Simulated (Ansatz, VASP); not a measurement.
## One calculation of InP, two programs

Contents of INCAR:

```
SYSTEM = InP
PREC     = Accurate       ! precision mode
ENCUT    = 520            ! plane-wave cutoff, eV
EDIFF    = 1E-7           ! SCF threshold, eV
ISMEAR   = 0              ! smearing method
SIGMA    = 0.15           ! smearing width, eV
LREAL    = .FALSE.        ! projectors in reciprocal space
LASPH    = .TRUE.         ! aspherical terms in the spheres
NELM     = 80             ! most SCF steps
ALGO     = Normal         ! electronic algorithm
ISIF     = 2              ! what is computed and relaxed
LWAVE    = .FALSE.        ! write WAVECAR
LCHARG   = .FALSE.        ! write CHGCAR
GGA      = PS             ! functional
NBANDS   = 16             ! bands
```

KPOINTS

```
regular mesh
0
G
  16 16 16
  0 0 0
```

POSCAR

```
InP
1.0
    0.0000000000      3.2958567472      2.1423068857
    3.2958567472      0.0000000000      2.1423068857
    3.2958567472      3.2958567472      0.0000000000
In P
1 1
Direct
    0.0000000000      0.0000000000      0.0000000000
    0.5000000000      0.5000000000      0.5000000000
```

Input for Ansatz:

```yaml
crystal:
  lattice:
    - [0.0, 3.2958567472, 2.1423068857]
    - [3.2958567472, 0.0, 2.1423068857]
    - [3.2958567472, 3.2958567472, 0.0]
  atoms:
    - { symbol: In, position: [0.0, 0.0, 0.0] }
    - { symbol: P, position: [0.5, 0.5, 0.5] }
basis:
  ecutwfc: 420
kpoints:
  mp_grid: { grid: [16, 16, 16] }
hamiltonian:
  xc: pbesol
scf:
  occupations: { method: gaussian, width: 0.15 }
output:
  forces: true
  stress: true
  eigenvalues: true
```

Alike in both runs: task single point; functional PBEsol; k mesh 16 × 16 × 16; occupations gaussian, width 0.15 eV; no spin polarisation.

|  | VASP | Ansatz |
| --- | --- | --- |
| version | VASP 6.6.1 | Ansatz 0.2.0 |
| potentials or method | VASP PAW PBE potentials, release 64 (In_d, P), cutoff 520 eV | scalar-relativistic, plane waves, PAW |
| valence electrons in the cell | 18 | 18 |

```tsv
	VASP	Ansatz	Ansatz less VASP
gap on the k mesh at the Fermi level (eV)	none	none	-
pressure (GPa)	19.0	19.4	+0.43
traceless stress, the component that is largest in VASP (GPa)	47.57	48.47	+0.897
```

VASP's potentials were made for PBE, not for PBEsol. A gap of «none» marks a metal or a gap that the smearing closes. With one functional, cell and mesh, what is left measures potentials, basis and numerics.
